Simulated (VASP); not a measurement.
# Ni4HO4: single point with PBEsol

Ni4HO4, a slab with vacuum:

```xyz
9
Lattice="2.9105 0.0000 0.0000 0.0000 2.9105 0.0000 0.0000 0.0000 25.1742" Properties=species:S:1:pos:R:3 pbc="T T T"
Ni    1.4553    1.4553    8.5000
Ni    0.0000    0.0000   10.5581
Ni    1.4553    1.4553   12.6236
Ni    0.0000    0.0000   14.7095
O     0.0000    0.0000    8.5000
O     1.4553    1.4553   10.5581
O     0.0000    0.0000   12.5317
O     1.4553    1.4553   14.5821
H     0.0000    0.0000   16.1377
```

* Program: VASP 6.6.1
* Task: single point
* Functional: PBEsol
* Potentials or basis: VASP PAW PBE potentials, release 64 (Ni, O, H)
* Cutoff: 520 eV
* k mesh: 10 × 10 × 1
* Occupations: gaussian, width 0.1 eV
* Spin: collinear spin, ferrimagnetic start
* Starting moments: [1.31, -0.47, -1.27, 1.12, 0.0, 0.0, -0.14, 0.0, 1.0] μB
* Dipole correction: yes
* Further INCAR settings: ALGO = Normal; EDIFF = 1e-06; NBANDS = 46

```yaml
Largest_force: 0.931 eV/Å
Net_moment: 0.61 μB per cell
Site_moments: Ni +1.17, -0.04, -0.62, +0.00; O +0.12, +0.05, -0.06 (each value once); H +0.00 μB
Valence_electrons_inside_the_program's_atomic_spheres: Ni 9.00, 9.17, 9.22 (each value once); O 4.91, 4.93, 4.95, 4.89; H 0.52
```

Forces in eV/Å, atoms in the order of the input:
```
Ni   0.000  0.000 -0.406
Ni   0.000  0.000 -0.931
Ni   0.000  0.000  0.046
Ni   0.000  0.000  0.005
O    0.000  0.000  0.833
O    0.000  0.000  0.667
O    0.000  0.000 -0.139
O    0.000  0.000 -0.144
H    0.000  0.000  0.070
```

Levels at points of the mesh, in eV from the Fermi level:
Spin up:
```csv
k point,band 30,band 31,band 32,band 33,band 34,band 35,band 36,band 37,band 38,band 39
"(0.00, 0.00, 0.00)",-1.13,-1.04,-1.04,-0.83,-0.83,-0.60,-0.21,0.05,1.76,3.73
"(0.50, 0.00, 0.00)",-0.65,0.55,0.77,1.22,1.28,1.43,1.56,1.59,5.46,5.97
"(0.50, 0.50, 0.00)",-0.85,-0.76,-0.67,-0.64,-0.52,-0.34,0.23,0.94,5.76,7.61
```
Spin down:
| k point | band 30 | band 31 | band 32 | band 33 | band 34 | band 35 | band 36 | band 37 |
| --- | --- | --- | --- | --- | --- | --- | --- | --- |
| (0.00, 0.00, 0.00) | -1.09 | -1.09 | -0.81 | -0.64 | -0.64 | -0.52 | -0.14 | 0.05 |
| (0.50, 0.00, 0.00) | -0.09 | 0.56 | 0.80 | 1.00 | 1.29 | 1.40 | 1.56 | 2.24 |
| (0.50, 0.50, 0.00) | -0.79 | -0.76 | -0.66 | -0.46 | -0.46 | 0.15 | 0.20 | 0.94 |

It took 42 min on 1 thread of Intel(R) Xeon(R) Platinum 8488C (Sapphire Rapids), on a shared host, peak memory 0.55 GiB.

Caveat: the PAW data sets were made with another functional, which shifts forces and pressure a little. With open d or f shells a metallic result of PBEsol can be an artefact of self-interaction; +U or a hybrid may open a gap.
